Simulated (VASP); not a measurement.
Write the native input for VASP 6.6.1 that does the following.

```yaml
Task: single point
Functional: PBE
Dispersion: D3(BJ)
Potentials_or_basis: VASP PAW PBE potentials, release 64 (Ag)
Cutoff: 500 eV
k_mesh: 18 × 18 × 18
Occupations: gaussian, width 0.1 eV
Spin: no spin polarisation
Dipole_correction: no
Further_INCAR_settings: ALGO = Normal; EDIFF = 1e-06; NBANDS = 12
```

The structure of Ag lies in POSCAR:

```
Ag
1.0
    0.0000000000      2.0369025295      2.0369025295
    2.0369025295      0.0000000000      2.0369025295
    2.0369025295      2.0369025295      0.0000000000
Ag
1
Direct
    0.0000000000      0.0000000000      0.0000000000
```

The input as run:

INCAR

```
  PREC = Accurate
  ENCUT = 500
  EDIFF = 1E-6
  ISMEAR = 0
  SIGMA = 0.1
  LREAL = False
  LASPH = True
  NELM = 120
  ALGO = Normal
  ISIF = 2
  LWAVE = False
  LCHARG = False
  GGA = PE
  IVDW = 12
  NBANDS = 12
  GGA_COMPAT = False
```

KPOINTS

```
regular mesh
0
Gamma
  18 18 18
```

Potentials or basis: VASP PAW PBE potentials, release 64 (Ag).

Command:

```bash
$ cat potpaw_PBE.64/Ag/POTCAR > POTCAR
$ mpirun -np 1 vasp_std > vasp.out
```

Results of the run:

```
Pressure                   : -0.2 GPa
Band gap on the k mesh     : zero (an odd number of electrons rules out a gap without spin polarisation)
Dispersion energy per atom : -0.594 eV
```

It took 9.4 s on 1 thread of Intel(R) Xeon(R) 6975P-C (Granite Rapids) (shared host), peak memory 0.17 GiB.
